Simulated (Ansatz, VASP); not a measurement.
**One calculation of TiO2, two programs**

The input INCAR:

```
SYSTEM = TiO2
ALGO = Normal
EDIFF = 1E-6
ENCUT = 520
GGA = PE
ISIF = 2
ISMEAR = -1
LASPH = .True.
LCHARG = .False.
LREAL = .False.
LWAVE = .False.
NBANDS = 33
NELM = 60
PREC = Accurate
SIGMA = 0.05
```

File KPOINTS:

```
k-points
0
Gamma
  8 8 6
  0 0 0
```

The input POSCAR:

```
TiO2
1.0
    2.6507933161     -2.6514016391      0.0000000000
    2.6507933161      2.6514016391      0.0000000000
   -2.5797703845      0.0000000000      4.6987189738
Ti O
2 4
Direct
    0.8658900000      0.1341100000      0.7500000000
    0.1341100000      0.8658900000      0.2500000000
    0.0887550000      0.3312210000      0.1671490000
    0.9112450000      0.6687790000      0.8328510000
    0.6687790000      0.9112450000      0.3328510000
    0.3312210000      0.0887550000      0.6671490000
```

Contents of input.yaml:

```yaml
crystal:
  lattice:
    - [2.6507933161, -2.6514016391, 0.0]
    - [2.6507933161, 2.6514016391, 0.0]
    - [-2.5797703845, 0.0, 4.6987189738]
  atoms:
    - { symbol: Ti, position: [0.86589, 0.13411, 0.75] }
    - { symbol: Ti, position: [0.13411, 0.86589, 0.25] }
    - { symbol: O, position: [0.088755, 0.331221, 0.167149] }
    - { symbol: O, position: [0.911245, 0.668779, 0.832851] }
    - { symbol: O, position: [0.668779, 0.911245, 0.332851] }
    - { symbol: O, position: [0.331221, 0.088755, 0.667149] }
hamiltonian:
  xc: pbe
  pseudopotentials: { kind: paw }
kpoints:
  mp_grid: { grid: [8, 8, 6] }
scf:
  occupations: { method: fermi_dirac, width: 0.05 }
output:
  forces: true
  stress: true
  eigenvalues: true
```

Alike in both runs: task single point; functional PBE; k mesh 8 × 8 × 6; occupations fermi-dirac, width 0.05 eV; no spin polarisation.

```csv
,VASP,Ansatz
version,VASP 6.6.1,Ansatz 0.2.0
potentials or method,"VASP PAW PBE potentials, release 64 (Ti_sv, O)",Ansatz PAW
plane-wave cutoff (eV),520,420
valence electrons in the cell,48,48
```

Ansatz gave:

* gap on the k mesh at the Fermi level (eV): 2.22
* least direct gap on the mesh (eV): 2.55
* pressure (GPa): 12.4
* traceless stress, the component that is largest in VASP (GPa): 0.87
* rms of the force components (eV/Å): 0.125

**Question.** Which values does VASP return?

**Answer.** gap on the k mesh at the Fermi level (eV): 2.19; least direct gap on the mesh (eV): 2.53; pressure (GPa): 13.2; traceless stress, the component that is largest in VASP (GPa): 0.93; rms of the force components (eV/Å): 0.138.

Atom by atom the forces differ by 0.014 eV/Å (rms over components).
